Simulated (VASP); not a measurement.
Here is a VASP 6.6.1 calculation.

INCAR

```
SYSTEM = V2Te6Mo
ALGO     = Normal         ! electronic algorithm
EDIFF    = 1E-6           ! SCF threshold, eV
ENCUT    = 520            ! plane-wave cutoff, eV
GGA      = PE             ! functional
ISIF     = 2              ! what is computed and relaxed
ISMEAR   = 0              ! smearing method
ISPIN    = 2              ! spin polarisation
LASPH    = .TRUE.         ! aspherical terms in the spheres
LCHARG   = .FALSE.        ! write CHGCAR
LMAXMIX  = 4              ! l up to which the mixer works
LORBIT   = 11             ! projections on sites
LREAL    = .FALSE.        ! projectors in reciprocal space
LWAVE    = .FALSE.        ! write WAVECAR
MAGMOM   = 0.9 0.9 0 0 0 0 0 0 -0.77 ! initial moments
NBANDS   = 52             ! bands
NELM     = 150            ! most SCF steps
PREC     = Accurate       ! precision mode
SIGMA    = 0.1            ! smearing width, eV
```

Contents of KPOINTS:

```
k-points
0
G
  3 3 3
  0 0 0
```

The input POSCAR:

```
V2Te6Mo
1.0
    3.0911716000      1.7846888000      7.7731296000
   -3.0911716000      1.7846888000      7.7731296000
    0.0000000000     -3.5693775000      7.7731296000
V Te Mo
2 6 1
Direct
    0.6666710000      0.6666710000      0.6666710000
    0.3333290000      0.3333290000      0.3333290000
    0.0761200000      0.4153710000      0.7368300000
    0.7368300000      0.0761200000      0.4153710000
    0.4153710000      0.7368300000      0.0761200000
    0.2631700000      0.9238800000      0.5846290000
    0.9238800000      0.5846290000      0.2631700000
    0.5846290000      0.2631700000      0.9238800000
    0.0000000000      0.0000000000      0.0000000000
```

Potentials or basis: VASP PAW PBE potentials, release 64 (V_sv, Te, Mo_sv).

Launch:

```sh
$ cat potpaw_PBE.64/V_sv/POTCAR potpaw_PBE.64/Te/POTCAR potpaw_PBE.64/Mo_sv/POTCAR > POTCAR
$ mpirun -np 1 vasp_std > vasp.out
```

(1) Predict the largest force.

(2) Predict the net moment.

(3) Estimate the band gap on the k mesh.

Answers

(1) 0.055 eV/Å.

(2) 0.00 μB per cell.

(3) zero (filled and empty bands overlap).

Caveat: the k points lie up to 0.40 Å⁻¹ apart, too coarse for converged energies and pressures of a metal; the moments typed at the start vanished in this run; spin-orbit coupling is left out, which moves the levels of the heavy elements.
